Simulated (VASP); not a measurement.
# Au (Fm-3m) in VASP: notebook

Runs on Au. Level: PBEsol. Tasks: single point, relaxation of cell and atoms.

Program: VASP 6.6.1. These are calculated values, not measurements. Logs are shortened: lines on timing, memory, paths and dates and some standing lists are left out, and cuts for length are marked.

## 1. The cell of the first run

The structure is cubic, space group Fm-3m (No. 225). The conventional cell has a = 4.083 Å, b = 4.083 Å, c = 4.083 Å, α = 90.00°, β = 90.00°, γ = 90.00°. Au (site symmetry m-3m) has 12 Au at 2.89 Å within 3.8 Å.

## 2. Single point, PBEsol

Contents of INCAR:

```
SYSTEM = Au
  PREC = Accurate
  ENCUT = 520
  EDIFF = 1E-7
  ISMEAR = -1
  SIGMA = 0.05
  LREAL = .False.
  LASPH = .True.
  NELM = 100
  ALGO = Normal
  ISIF = 2
  LWAVE = .False.
  LCHARG = .False.
  GGA = PS
  NBANDS = 12
```

Contents of KPOINTS:

```
regular mesh
0
Gamma
  11 11 11
  0 0 0
```

Contents of POSCAR:

```
Au
1.0
    0.0000000000      2.0413474048      2.0413474048
    2.0413474048      0.0000000000      2.0413474048
    2.0413474048      2.0413474048      0.0000000000
Au
1
Direct
    0.0000000000      0.0000000000      0.0000000000
```

Potentials or basis: VASP PAW PBE potentials, release 64 (Au).

Command:

```bash
cat potpaw_PBE.64/Au/POTCAR > POTCAR
mpirun -np 1 vasp_std > vasp.out
```

OUTCAR:

```text
SYSTEM = Au
   PREC = Accurate
   ENCUT = 520
   EDIFF = 1E-7
   ISMEAR = -1
   LREAL = .False.
   LASPH = .True.
   NELM = 100
   ISIF = 2
   GGA = PS

 ion  position               nearest neighbor table
   1  0.000  0.000  0.000-

  LATTYP: Found a face centered cubic cell.
 ALAT       =     4.0826948096

  Lattice vectors:

 A1 = (   0.0000000000,   2.0413474048,   2.0413474048)
 A2 = (   2.0413474048,   0.0000000000,   2.0413474048)
 A3 = (   2.0413474048,   2.0413474048,   0.0000000000)

Analysis of symmetry for initial positions (statically):
=====================================================================
 Subroutine PRICEL returns:
 Original cell was already a primitive cell.

 Routine SETGRP: Setting up the symmetry group for a
 face centered cubic supercell.

 Subroutine GETGRP returns: Found 48 space group operations
[... 9 lines left out ...]

 Routine SETGRP: Setting up the symmetry group for a
 face centered cubic supercell.

 Subroutine GETGRP returns: Found 48 space group operations
[... 11 lines left out ...]
                                     Primitive cell

  volume of cell :      17.0130

  direct lattice vectors                    reciprocal lattice vectors
     0.000000000  2.041347405  2.041347405    -0.244936261  0.244936261  0.244936261
     2.041347405  0.000000000  2.041347405     0.244936261 -0.244936261  0.244936261
     2.041347405  2.041347405  0.000000000     0.244936261  0.244936261 -0.244936261

  length of vectors
     2.886901185  2.886901185  2.886901185     0.424242048  0.424242048  0.424242048

  position of ions in fractional coordinates (direct lattice)
     0.000000000  0.000000000  0.000000000

  ion indices of the primitive-cell ions
   primitive index   ion index
                 1           1

----------------------------------------------------------------------------------------

 KPOINTS: regular mesh

Automatic generation of k-mesh.
 Grid dimensions read from file:
 generate k-points for:   11   11   11

 Generating k-lattice:

  Cartesian coordinates                     Fractional coordinates (reciprocal lattice)
    -0.022266933  0.022266933  0.022266933     0.090909091  0.000000000  0.000000000
     0.022266933 -0.022266933  0.022266933     0.000000000  0.090909091  0.000000000
     0.022266933  0.022266933 -0.022266933     0.000000000  0.000000000  0.090909091

  Length of vectors
     0.038567459  0.038567459  0.038567459

  Shift w.r.t. Gamma in fractional coordinates (k-lattice)
     0.000000000  0.000000000  0.000000000

 Subroutine IBZKPT returns following result:
 ===========================================

 Found     56 irreducible k-points:

 Following reciprocal coordinates:
            Coordinates               Weight
  0.000000  0.000000  0.000000      1.000000
  0.090909  0.000000  0.000000      8.000000
  0.181818  0.000000  0.000000      8.000000
  0.272727  0.000000  0.000000      8.000000
  0.363636  0.000000  0.000000      8.000000
  0.454545  0.000000  0.000000      8.000000
[... 16 lines left out ...]
 -0.272727  0.181818  0.000000     24.000000
 -0.181818  0.181818  0.000000     12.000000
 [... further k-points ...]
   k-points           NKPTS =     56   k-points in BZ     NKDIM =     56   number of bands    NBANDS=     12
   number of dos      NEDOS =    301   number of ions     NIONS =      1
   total plane-waves  NPLWV =  13824
   dimension x,y,z NGX =    24 NGY =   24 NGZ =   24
   dimension x,y,z NGXF=    48 NGYF=   48 NGZF=   48
   ions per type =               1
   NGX,Y,Z   is equivalent  to a cutoff of  13.82, 13.82, 13.82 a.u.
   NGXF,Y,Z  is equivalent  to a cutoff of  27.64, 27.64, 27.64 a.u.
 SYSTEM =  Au
   PREC   = accura    normal or accurate (medium, high low for compatibility)
   ISTART =      0    job   : 0-new  1-cont  2-samecut
   ICHARG =      2    charge: 1-file 2-atom 10-const
   ISPIN  =      1    spin polarized calculation?
   LNONCOLLINEAR =      F non collinear calculations
   LSORBIT =      F    spin-orbit coupling
   LASPH  =      T    aspherical Exc in radial PAW
   ENCUT  =  520.0 eV  38.22 Ry    6.18 a.u.   5.37  5.37  5.37*2*pi/ulx,y,z
   NELM   =    100;   NELMIN=  2; NELMDL= -5     # of ELM steps
   EDIFF  = 0.1E-06   stopping-criterion for ELM
   LREAL  =      F    real-space projection
   EDIFFG = 0.1E-05   stopping-criterion for IOM
   NSW    =      0    number of steps for IOM
   IBRION =     -1    ionic relax: 0-MD 1-quasi-New 2-CG
   NFREE  =      0    steps in history (QN), initial steepest desc. (CG)
   ISIF   =      2    stress and relaxation
   ISYM   =      2    0-nonsym 1-usesym 2-fastsym
   POTIM  = 0.5000    time-step for ionic-motion
   TEBEG  =    0.0;   TEEND  =   0.0 temperature during run
   PSTRESS=    0.0 pullay stress
   NELECT =      11.0000    total number of electrons
   NUPDOWN=      -1.0000    fix difference up-down
   EMIN   =  10.00;   EMAX   =-10.00  energy-range for DOS
[... 5 lines left out ...]
     AMIX     =   0.40;   BMIX     =  1.00
     AMIX_MAG =   1.60;   BMIX_MAG =  1.00
  volume/ion in A,a.u.               =      17.01       114.81
  Fermi-wavevector in a.u.,A,eV,Ry     =   1.415616  2.675126 27.265650  2.003969
  Thomas-Fermi vector in A             =   2.537036
   LORBIT       =      0    0 simple, 1 ext, 2 COOP (PROOUT), +10 PAW based schemes
   GGA     = PS    functional components
   LHFCALC =     F    Hartree Fock is set to
   AEXX    =    0.0000 exact exchange contribution
   IVDW    =     0    specifies the selected vdW correction
   LEPSILON=     F    determine dielectric tensor
   LRPA    =     F    only Hartree local field effects (RPA)
 non-spin polarized calculation
  energy-cutoff  :      520.00
  volume of cell :       17.01
 maximum number of plane-waves:       473
 NGX is ok and might be reduce to    24
   NGX = 11   NGY = 11   NGZ = 11

 number of electron      11.0000000 magnetization

 Free energy of the ion-electron system (eV)
  ---------------------------------------------------
  ext. energy  EPLUGINS =         0.00000000
  ---------------------------------------------------
  free energy    TOTEN  =        -3.93303472 eV

  energy without entropy =       -3.93168881  energy(sigma->0) =       -3.93236176

 E-fermi :   9.3166     XC(G=0): -12.8943

 val. band max:        9.1680775544   @ k =   0.4545   0.3636   0.0000
 cond. band min:       9.4193565702   @ k =  -0.4545   0.0909   0.0000
 fundamental gap:      0.2512790158
 Fermi energy:         9.3165621983

 k-point     1 :       0.0000    0.0000    0.0000
  band No.  band energies     occupation
      1      -0.6319      2.00000
      2       4.6199      2.00000
      3       4.6199      2.00000
      4       4.6199      2.00000
      5       6.1532      2.00000
      6       6.1532      2.00000
      7      23.8061      0.00000
      8      27.8073      0.00000
      9      27.8073      0.00000
     10      27.8073      0.00000
     11      32.6798      0.00000
     12      37.3628      0.00000

 k-point     2 :       0.0909    0.0000    0.0000
  band No.  band energies     occupation
      1      -0.3455      2.00000
      2       4.5290      2.00000
      3       4.7155      2.00000
      4       4.7155      2.00000
      5       6.1125      2.00000
      6       6.1125      2.00000
      7      24.1236      0.00000
      8      26.1777      0.00000
      9      28.1461      0.00000
     10      28.1461      0.00000
     11      33.4777      0.00000
     12      35.5608      0.00000

 k-point     3 :       0.1818    0.0000    0.0000
  band No.  band energies     occupation
      1       0.4422      2.00000
      2       4.3789      2.00000
      3       4.8884      2.00000
      4       4.8884      2.00000
      5       6.1155      2.00000
      6       6.1155      2.00000
      7      22.9878      0.00000
      8      24.9558      0.00000
      9      28.9647      0.00000
     10      28.9647      0.00000
     11      31.3765      0.00000
     12      33.5076      0.00000

 k-point     4 :       0.2727    0.0000    0.0000
  band No.  band energies     occupation
      1       1.3961      2.00000
      2       4.6023      2.00000
      3       4.8765      2.00000
      4       4.8765      2.00000
      5       6.4256      2.00000
      6       6.4256      2.00000
      7      19.5574      0.00000
      8      24.7136      0.00000
      9      29.0671      0.00000
     10      29.0671      0.00000
     11      31.2749      0.00000
     12      32.2715      0.00000

 k-point     5 :       0.3636    0.0000    0.0000
  band No.  band energies     occupation
      1       1.8858      2.00000
      2       4.7187      2.00000
      3       4.7187      2.00000
      4       5.8614      2.00000
      5       6.9366      2.00000
      6       6.9366      2.00000
      7      15.9838      0.00000
      8      23.8631      0.00000
      9      27.6161      0.00000
     10      27.6161      0.00000
     11      33.1725      0.00000
     12      33.1791      0.00000
[... 228 lines left out ...]
      1       2.6809      2.00000
      2       4.1400      2.00000
      3       5.2125      2.00000
      4       5.3380      2.00000
      5       7.3069      2.00000
      6      11.0994      0.00000
      7      12.4000      0.00000
      8      22.0077      0.00000
      9      24.6794      0.00000
     10      25.0997      0.00000
     11      34.5957      0.00000
     12      34.6894      0.00000

 k-point    22 :      -0.3636    0.1818    0.0000
  band No.  band energies     occupation
      1       2.7593      2.00000
      2       4.2260      2.00000
      3       5.1851      2.00000
      4       5.1929      2.00000
      5       6.8206      2.00000
      6       9.7626      0.00027
      7      14.4542      0.00000
      8      21.4075      0.00000
      9      25.0880      0.00000
     10      26.2886      0.00000
     11      32.8270      0.00000
     12      34.6838      0.00000

 k-point    23 :      -0.2727    0.1818    0.0000
  band No.  band energies     occupation
      1       2.6915      2.00000
      2       4.2338      2.00000
      3       4.6041      2.00000
      4       5.3048      2.00000
      5       6.1460      2.00000
      6       8.3782      2.00000
      7      17.7150      0.00000
      8      21.5356      0.00000
      9      25.7082      0.00000
     10      28.6278      0.00000
     11      30.4631      0.00000
     12      34.7291      0.00000

 k-point    24 :      -0.1818    0.1818    0.0000
  band No.  band energies     occupation
      1       1.9502      2.00000
      2       4.0034      2.00000
      3       4.8179      2.00000
      4       5.4980      2.00000
      5       5.5420      2.00000
      6       7.3551      2.00000
      7      20.6447      0.00000
      8      22.6218      0.00000
      9      26.9591      0.00000
     10      28.4797      0.00000
     11      31.1169      0.00000
     12      33.8150      0.00000

 [... further k-points ...]

------------------------ aborting loop because EDIFF is reached ----------------------------------------

  FORCE on cell =-STRESS in cart. coord.  units (eV):
  Direction    XX          YY          ZZ          XY          YZ          ZX
  --------------------------------------------------------------------------------------
  -------------------------------------------------------------------------------------
  Total       -0.0318392     -0.0318392     -0.0318392     -0.0000000     -0.0000000      0.0000000
  in kB       -2.9984158     -2.9984158     -2.9984158     -0.0000000     -0.0000000      0.0000000
  external PRESSURE =      -2.9984158 kB  Pullay stress =       0.0000000 kB

 VOLUME and BASIS-vectors are now :
 -----------------------------------------------------------------------------
  energy-cutoff  :      520.00
  volume of cell :       17.01
      direct lattice vectors                 reciprocal lattice vectors
     0.000000000  2.041347405  2.041347405    -0.244936261  0.244936261  0.244936261
     2.041347405  0.000000000  2.041347405     0.244936261 -0.244936261  0.244936261
     2.041347405  2.041347405  0.000000000     0.244936261  0.244936261 -0.244936261

 POSITION                                       TOTAL-FORCE (eV/Angst)
 -----------------------------------------------------------------------------------
      0.00000      0.00000      0.00000         0.000000      0.000000      0.000000
 -----------------------------------------------------------------------------------
    total drift:                               -0.000000      0.000000      0.000000

  FREE ENERGIE OF THE ION-ELECTRON SYSTEM (eV)
  ---------------------------------------------------
  free  energy   TOTEN  =        -3.9330347153 eV

  energy  without entropy=       -3.9316888107  energy(sigma->0) =       -3.93236176
```

Wall time 9.7 s (1 thread of Intel Xeon Platinum 8375C at 2.90GHz (Ice Lake), shared host); peak memory 0.14 GiB.

Results:

```yaml
Free_energy: -3.9330 eV
Pressure: -0.3 GPa
```

Levels at points of the mesh, in eV from the Fermi level:
| k point | band 2 | band 3 | band 4 | band 5 | band 6 | band 7 | band 8 | band 9 | band 10 | band 11 |
| --- | --- | --- | --- | --- | --- | --- | --- | --- | --- | --- |
| (0.00, 0.00, 0.00) | -4.70 | -4.70 | -4.70 | -3.16 | -3.16 | 14.49 | 18.49 | 18.49 | 18.49 | 23.36 |

Caveat: the PAW data sets were made with another functional, which shifts forces and pressure a little; spin-orbit coupling is left out, which moves the levels of the heavy elements.

## 3. Single point, PBEsol

This run uses another cell than the first one, of 16.83 Å³/atom, 0.989 times its volume.

Contents of INCAR:

```
PREC = Accurate
ENCUT = 520
EDIFF = 1E-6
ISMEAR = -1
SIGMA = 0.05
LREAL = False
LASPH = True
NELM = 60
ALGO = Normal
ISIF = 2
LWAVE = False
LCHARG = True
GGA = PS
LELF = True
LVHAR = True
NBANDS = 12
```

Contents of KPOINTS:

```
regular mesh
0
Gamma
  11 11 11
```

Contents of POSCAR:

```
Au
1.0
    0.0000000000      2.0338471619      2.0338471619
    2.0338471619      0.0000000000      2.0338471619
    2.0338471619      2.0338471619      0.0000000000
Au
1
Direct
    0.0000000000      0.0000000000      0.0000000000
```

Potentials or basis: VASP PAW PBE potentials, release 64 (Au).

Command:

```bash
cat potpaw_PBE.64/Au/POTCAR > POTCAR
mpirun -np 1 vasp_std > vasp.out
```

It took 12 s on 1 thread of Intel Xeon Platinum 8375C at 2.90GHz (Ice Lake), shared host; peak memory 0.14 GiB.

It converged, with:

```yaml
Free_energy: -3.9321 eV
Pressure: 1.7 GPa
```

Levels at points of the mesh, in eV from the Fermi level:
```csv
k point,band 4,band 5,band 6,band 7,band 8,band 9
"(0.00, 0.00, 0.00)",-4.75,-3.18,-3.18,14.48,18.55,18.55
```

Caveat: the PAW data sets were made with another functional, which shifts forces and pressure a little; spin-orbit coupling is left out, which moves the levels of the heavy elements.

## 4. Single point, PBEsol

This run uses another cell than the first one, of 16.57 Å³/atom, 0.974 times its volume.

Contents of INCAR:

```
PREC = Accurate
ENCUT = 520
EDIFF = 1E-6
ISMEAR = -1
SIGMA = 0.05
LREAL = F
LASPH = T
NELM = 100
ALGO = Normal
ISIF = 2
LWAVE = F
LCHARG = F
GGA = PS
NBANDS = 12
```

KPOINTS is that of step 3.

Contents of POSCAR:

```
Au
1.0
    0.0000000000      2.0233877645      2.0233877645
    2.0233877645      0.0000000000      2.0233877645
    2.0233877645      2.0233877645      0.0000000000
Au
1
Direct
    0.0000000000      0.0000000000      0.0000000000
```

Command:

```bash
cat potpaw_PBE.64/Au/POTCAR > POTCAR
mpirun -np 1 vasp_std > vasp.out
```

Wall time 12 s (1 thread of Intel Xeon Platinum 8375C at 2.90GHz (Ice Lake), shared host); peak memory 0.14 GiB.

Results (log left out):

| Property | Result |
| --- | --- |
| Free energy | -3.9267 eV |
| Pressure | 4.7 GPa |

Levels at points of the mesh, in eV from the Fermi level:
```csv
k point,band 3,band 4,band 5,band 6,band 7,band 8,band 9,band 10
"(0.00, 0.00, 0.00)",-4.82,-4.82,-3.21,-3.21,14.47,18.63,18.63,18.63
```

Caveat: the PAW data sets were made with another functional, which shifts forces and pressure a little; spin-orbit coupling is left out, which moves the levels of the heavy elements.

## 5. Single point, PBEsol

This run uses another cell than the first one, of 16.19 Å³/atom, 0.952 times its volume.

Contents of INCAR:

```
SYSTEM = Au
ALGO = Fast
EDIFF = 1E-7
ENCUT = 520
GGA = PS
ISIF = 2
ISMEAR = -1
LASPH = .True.
LCHARG = .False.
LREAL = .False.
LWAVE = .False.
NBANDS = 12
NELM = 80
PREC = Accurate
SIGMA = 0.05
```

Contents of KPOINTS:

```
k-points
0
Gamma
  11 11 11
  0 0 0
```

Contents of POSCAR:

```
Au
1.0
    0.0000000000      2.0078623509      2.0078623509
    2.0078623509      0.0000000000      2.0078623509
    2.0078623509      2.0078623509      0.0000000000
Au
1
Direct
    0.0000000000      0.0000000000      0.0000000000
```

Command:

```bash
cat potpaw_PBE.64/Au/POTCAR > POTCAR
mpirun -np 1 vasp_std > vasp.out
```

It took 14 s on 1 thread of Intel Xeon Platinum 8375C at 2.90GHz (Ice Lake), shared host; peak memory 0.14 GiB.

It converged, with:

```
Free energy : -3.9096 eV
Pressure    : 9.7 GPa
```

Levels at points of the mesh, in eV from the Fermi level:
| k point | band 3 | band 4 | band 5 | band 6 | band 7 | band 8 | band 9 | band 10 |
| --- | --- | --- | --- | --- | --- | --- | --- | --- |
| (0.00, 0.00, 0.00) | -4.94 | -4.94 | -3.26 | -3.26 | 14.45 | 18.74 | 18.74 | 18.74 |

Caveat: the PAW data sets were made with another functional, which shifts forces and pressure a little; spin-orbit coupling is left out, which moves the levels of the heavy elements.

## 6. Relaxation of cell and atoms, PBEsol, target pressure 2 GPa, at which the enthalpy is minimised

This run uses another cell than the first one, of 16.85 Å³/atom, 0.991 times its volume.

Contents of INCAR:

```
SYSTEM = Au
ALGO = Normal
EDIFF = 1E-6
EDIFFG = -0.01
ENCUT = 600
GGA = PS
IBRION = 2
ISIF = 3
ISMEAR = -1
LASPH = .TRUE.
LCHARG = .FALSE.
LREAL = .FALSE.
LWAVE = .FALSE.
NELM = 60
NSW = 60
PREC = Accurate
PSTRESS = 20.0
SIGMA = 0.05
```

Contents of KPOINTS:

```
k-points
0
G
  11 11 11
  0 0 0
```

Contents of POSCAR:

```
Au
1.0
    0.0000000000      2.0350000000      2.0350000000
    2.0350000000      0.0000000000      2.0350000000
    2.0350000000      2.0350000000      0.0000000000
Au
1
Direct
    0.0000000000      0.0000000000      0.0000000000
```

Potentials or basis: VASP PAW PBE potentials, release 64 (Au).

Command:

```bash
cat potpaw_PBE.64/Au/POTCAR > POTCAR
mpirun -np 1 vasp_std > vasp.out
```

Run time: 18 s. Hardware: 1 thread of Intel Xeon Platinum 8375C at 2.90GHz (Ice Lake), shared host; peak memory 0.14 GiB.

It converged, with:

- Free energy: -3.9318 eV
- Relaxed volume: 16.81 Å³/atom
- Relaxed cell: a = 2.875 Å, b = 2.875 Å, c = 2.875 Å, α = 60.00°, β = 60.00°, γ = 60.00°
- Space group after relaxing (to 0.05 Å): Fm-3m (No. 225)
- Energy change on relaxing (the enthalpy is what falls): +0.5 meV/atom
- Ionic steps: 3
- Pressure after relaxing: 2.0 GPa

The path:
| step | energy change (eV) | largest force (eV/Å) | pressure (GPa) | volume (Å³) |
| --- | --- | --- | --- | --- |
| 1 | 0.0000 | 0.0000 | 1.47 | 16.85 |
| 2 | 0.0019 | 0.0000 | 2.97 | 16.72 |
| 3 | 0.0005 | 0.0000 | 2.01 | 16.81 |

Final structure:
```
CELL_PARAMETERS angstrom
0.00000 2.03308 2.03308
2.03308 0.00000 2.03308
2.03308 2.03308 0.00000
ATOMIC_POSITIONS crystal
Au 0.00000 0.00000 0.00000
```

Levels at points of the mesh, in eV from the Fermi level:
```
           k point  band 3  band 4  band 5  band 6  band 7  band 8  band 9
(0.00, 0.00, 0.00)   -4.75   -4.75   -3.19   -3.19   14.48   18.55   18.55
```

Caveat: the cell is relaxed towards a set pressure, so the enthalpy falls and the energy may rise; the PAW data sets were made with another functional, which shifts forces and pressure a little; spin-orbit coupling is left out, which moves the levels of the heavy elements.

## 7. The runs side by side

```tsv
task	cell	cutoff (eV)	gap on the mesh (eV)	pressure (GPa)
single point	a = 2.887 Å, angles 60.0°, 1 atom	520	none	-0.3
single point	a = 2.876 Å, angles 60.0°, 1 atom	520	none	1.7
single point	a = 2.862 Å, angles 60.0°, 1 atom	520	none	4.7
single point	a = 2.840 Å, angles 60.0°, 1 atom	520	none	9.7
relaxation of cell and atoms	relaxed to 2 GPa from a = 2.878 Å, angles 60.0°, 1 atom	600	none	2.0
```

Alike in all rows: level PBEsol; potentials or basis VASP PAW PBE potentials, release 64 (Au); no spin polarisation; k mesh 11 × 11 × 11; smearing fermi-dirac 0.05 eV.

Caveats: the PAW data sets were made with another functional, which shifts forces and pressure a little; spin-orbit coupling is left out, which moves the levels of the heavy elements; the cell is relaxed towards a set pressure, so the enthalpy falls and the energy may rise (some runs).

Absolute energies hang on the potentials; compare differences alone.
